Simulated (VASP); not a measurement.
## NiTe2 (Melonite): single point with LDA

NiTe2 (Melonite):

```
CELL_PARAMETERS angstrom
3.95521 0.00000 0.00000
-1.97760 3.42531 0.00000
0.00000 0.00000 5.42625
ATOMIC_POSITIONS crystal
Ni 0.00000 0.00000 0.00000
Te 0.33333 0.66667 0.25000
Te 0.66667 0.33333 0.75000
```

```json
{"Program": "VASP 6.6.1", "Task": "single point", "Functional": "LDA", "Potentials or basis": "VASP PAW LDA potentials, release 64 (Ni, Te)", "Cutoff": "520 eV", "k mesh": "9 × 9 × 6", "Occupations": "fermi-dirac, width 0.1 eV", "Spin": "collinear spin, ferromagnetic start", "Starting moments": "[1.5, 0.0, 0.0] μB", "Dipole correction": "no", "Further INCAR settings": "ALGO = Normal; EDIFF = 1e-06; NBANDS = 22"}
```

The pressure is -9.6 GPa and the largest force is 0.759 eV/Å. The band gap on the k mesh is zero (filled and empty bands overlap), the net moment is 0.00 μB per cell and the valence electrons inside the program's atomic spheres are Ni 9.21; Te 3.30.

Forces on the atoms (eV/Å):
```
Ni   0.000  0.000  0.000
Te   0.000  0.000 -0.759
Te   0.000  0.000  0.759
```

Stress tensor (GPa, compression positive):
```
-9.79  0.00  0.00
 0.00 -9.79  0.00
 0.00  0.00 -9.08
```

Levels at points of the mesh, in eV from the Fermi level:
Spin up:
```tsv
k point	band 9	band 10	band 11	band 12	band 13	band 14
(0.00, 0.00, 0.00)	0.26	0.26	0.85	0.85	2.01	3.64
(0.00, 0.00, 0.50)	-0.81	-0.24	-0.24	1.49	1.49	4.60
```
Spin down:
```tsv
k point	band 8	band 9	band 10	band 11	band 12	band 13	band 14	band 15
(0.00, 0.00, 0.00)	-1.45	0.26	0.26	0.85	0.85	2.01	3.64	4.89
(0.00, 0.00, 0.50)	-1.72	-0.81	-0.24	-0.24	1.49	1.49	4.60	5.42
```

Wall time 88 s on 1 thread of Intel(R) Xeon(R) 6975P-C (Granite Rapids) (shared host), peak memory 0.27 GiB.

Caveat: the starting moments collapsed, and a magnetic state may lie lower; spin-orbit coupling is left out, which moves the levels of the heavy elements.
